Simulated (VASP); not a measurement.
Runs of VASP 6.6.1 on Re. The structure is that of space group Ia-3 (No. 206), or close to it. The cells are those of the table. 

```tsv
task	cell	k mesh	cutoff (eV)	gap on the mesh (eV)	pressure (GPa)	relaxed volume (Å³/atom)	largest force (eV/Å)
single point	a = 5.946 Å, angles 109.5°, 8 atoms	8 × 8 × 8	520	none	-1.9	-	0.19
single point	a = 5.541 Å, angles 109.5°, 8 atoms	4 × 4 × 4	520	none	59.4	-	(a)
relaxation of cell and atoms	relaxed from a = 5.541 Å, angles 109.5°, 8 atoms	4 × 4 × 4	600	none	-0.2	(b)	0.02
single point	a = 5.944 Å, angles 109.5°, 8 atoms	4 × 4 × 4	520	none	-1.7	-	(c)
relaxation of cell and atoms	relaxed from a = 5.944 Å, angles 109.5°, 8 atoms	8 × 8 × 8	600	none	0.0	20.07	0.01
```

Alike in all rows: level PBE; potentials or basis VASP PAW PBE potentials, release 64 (Re); no spin polarisation; smearing gaussian 0.1 eV.

Q: Fill in the values left out.

A: (a) 1.28; (b) 20.08; (c) 0.15.

Caveats: spin-orbit coupling is left out, which moves the levels of the heavy elements; forces of over 1 eV/Å act on the atoms, so gaps and moduli don't describe the material at rest (some runs); the volume moved by over 15 % at a fixed basis, so the end points are rough (some runs).

A k mesh can miss the band edges, and the runs leave out spin-orbit coupling on Re.

A gap of «none» marks levels without a gap at the run's occupations.
